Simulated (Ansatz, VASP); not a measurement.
Nb in VASP and in Ansatz

The input INCAR:

```
SYSTEM = Nb
PREC = Accurate
ENCUT = 520
EDIFF = 1E-6
ISMEAR = 0
SIGMA = 0.15
LREAL = .FALSE.
LASPH = .TRUE.
NELM = 100
ALGO = Fast
ISIF = 2
LWAVE = .FALSE.
LCHARG = .TRUE.
GGA = PS
LELF = .TRUE.
LVHAR = .TRUE.
NBANDS = 12
```

Contents of KPOINTS:

```
regular mesh
0
G
  20 20 20
  0 0 0
```

File POSCAR:

```
Nb
1.0
    0.0000000000      1.9458000000      2.0304000000
    1.9458000000      0.0000000000      2.0304000000
    1.9458000000      1.9458000000      0.0000000000
Nb
1
Direct
    0.0000000000      0.0000000000      0.0000000000
```

Input for Ansatz:

```yaml
crystal:
  lattice:
    - [0.0, 1.9458, 2.0304]
    - [1.9458, 0.0, 2.0304]
    - [1.9458, 1.9458, 0.0]
  atoms:
    - { symbol: Nb, position: [0.0, 0.0, 0.0] }
basis:
  ecutwfc: 420
kpoints:
  mp_grid: { grid: [20, 20, 20] }
hamiltonian:
  xc: pbesol
scf:
  occupations: { method: gaussian, width: 0.15 }
output:
  forces: true
  stress: true
  eigenvalues: true
```

Change from the starting cell: strain -0.080 along x and y, -0.040 along z, atoms carried along.

Alike in both runs: task single point; functional PBEsol; k mesh 20 × 20 × 20; occupations gaussian, width 0.15 eV; no spin polarisation.

|  | VASP | Ansatz |
| --- | --- | --- |
| version | VASP 6.6.1 | Ansatz 0.2.0 |
| potentials or method | VASP PAW PBE potentials, release 64 (Nb_sv), cutoff 520 eV | scalar-relativistic, plane waves, PAW |
| valence electrons in the cell | 13 | 13 |

```csv
,VASP,Ansatz,Ansatz less VASP
gap on the k mesh at the Fermi level (eV),none,none,-
pressure (GPa),37.8,38.2,+0.38
"traceless stress, the component that is largest in VASP (GPa)",10.97,11.01,+0.043
```

VASP's potentials were made for PBE, not for PBEsol. A gap of «none» marks a metal or a gap that the smearing closes. Both programs put the cell under a high pressure, so it lies far from rest at this level. The functional is the same, so the differences come from potentials, cutoffs and numerics.
